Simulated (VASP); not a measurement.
Here is a VASP 6.6.1 calculation.

File INCAR:

```
ALGO = Normal
EDIFF = 1E-7
ENCUT = 520
GGA = PE
ISIF = 2
ISMEAR = 0
LASPH = True
LCHARG = False
LREAL = Auto
LWAVE = False
NBANDS = 46
NELECT = 64.0
NELM = 60
PREC = Accurate
SIGMA = 0.01
```

KPOINTS

```
k-points
0
Gamma
  2 2 2
```

The input POSCAR:

```
MgAl7N8
1.0
    0.0000000000      0.0000000000      5.0179604231
   -3.1302455677     -5.4217443634      0.0000000000
    6.2604911353      0.0000000000      0.0000000000
Mg Al N
1 7 8
Direct
    0.9956095253      0.1654162298      0.8342514646
    0.9948777348      0.1700284765      0.3365647617
    0.9948775995      0.6631642499      0.8297169343
    0.9948887447      0.6631706135      0.3365324704
    0.5031373800      0.3321395125      0.1676706704
    0.5031269157      0.3321427491      0.6675960511
    0.4965501533      0.8321297137      0.1676235029
    0.5031365241      0.8320455705      0.6675869850
    0.4066911382      0.1654357559      0.8342939628
    0.3768978862      0.1640981536      0.3336150969
    0.3768619977      0.6661176132      0.8356470558
    0.3769355771      0.6661296086      0.3336057931
    0.8752209328      0.3409572912      0.1852868393
    0.8751666444      0.3409449954      0.6587909833
    0.8780182539      0.8321355124      0.1676255418
    0.8751993617      0.8144080425      0.6587548737
```

Potentials or basis: VASP PAW PBE potentials, release 64 (Mg, Al, N).

Command:

```bash
$ cat potpaw_PBE.64/Mg/POTCAR potpaw_PBE.64/Al/POTCAR potpaw_PBE.64/N/POTCAR > POTCAR
$ mpirun -np 1 vasp_std > vasp.out
```

(1) Estimate the largest force.

Answers

(1) 0.033 eV/Å.

Caveat: the k points lie up to 0.63 Å⁻¹ apart; the cell carries a net charge on a neutralising background, which shifts energy and pressure.
